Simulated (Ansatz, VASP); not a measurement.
**Two plane-wave programs on La2O3**

```
La O
1.0
     3.93078    0.00000    0.00000
    -1.96539    3.40415    0.00000
     0.00000    0.00000    6.11195
La O
2 3
Direct
  0.66667 0.33333 0.75376
  0.33333 0.66667 0.24624
  0.66667 0.33333 0.35411
  0.33333 0.66667 0.64589
  0.00000 0.00000 0.00000
```

Alike in both runs: task relaxation of cell and atoms; functional PBEsol; k mesh 6 × 6 × 4; no spin polarisation.

|  | VASP | Ansatz |
| --- | --- | --- |
| version | VASP 6.6.1 | Ansatz 0.2.0 |
| potentials or method | VASP PAW PBE potentials, release 64 (La, O) | plane waves, PAW |
| plane-wave cutoff (eV) | 600 | 420 |
| occupations | gaussian, width 0.01 eV | fixed |
| valence electrons in the cell | 40 | 40 |

|  | VASP | Ansatz | Ansatz less VASP |
| --- | --- | --- | --- |
| relaxed volume (Å³/atom) | 15.92 | 15.96 | +0.040 |
| relaxed cell length with the largest relative difference (Å) | 6.033 | 6.041 | +0.0079 |

VASP's potentials were made for PBE, not for PBEsol.

Spin-orbit coupling is off throughout.
